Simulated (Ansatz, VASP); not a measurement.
## Hf in VASP and in Ansatz

```xyz
1
Lattice="0.0000 2.2344 2.0709 2.2344 0.0000 2.0709 2.2344 2.2344 0.0000" Properties=species:S:1:pos:R:3 pbc="T T T"
Hf    0.0000    0.0000    0.0000
```

Change from the starting cell: strain +e along x and -e along y +0.0000, strain +e along z and -e/2 along x and y -0.0500.

Alike in both runs: task single point; functional LDA; k mesh 18 × 18 × 18; occupations gaussian, width 0.15 eV; no spin polarisation.

|  | VASP | Ansatz |
| --- | --- | --- |
| version | VASP 6.6.1 | Ansatz 0.2.0 |
| potentials or method | VASP PAW LDA potentials, release 64 (Hf_pv), cutoff 520 eV | scalar-relativistic, plane waves, PAW |
| valence electrons in the cell | 10 | 26 |

Ansatz gave:

```
gap on the k mesh at the Fermi level (eV)                     : none
pressure (GPa)                                                : 0.2
traceless stress, the component that is largest in VASP (GPa) : 2.29
```

Problem. Estimate VASP's values.

Solution. gap on the k mesh at the Fermi level (eV): none; pressure (GPa): 0.2; traceless stress, the component that is largest in VASP (GPa): 2.31.

LDA's correlation is that of Perdew and Zunger in VASP and of Perdew and Wang (1992) in Ansatz. A gap of «none» marks a metal or a gap that the smearing closes. VASP's potentials hold 10 valence electrons a cell and Ansatz's 26, so a difference there can come from the potentials and not from the codes.

Spin-orbit coupling is off throughout.
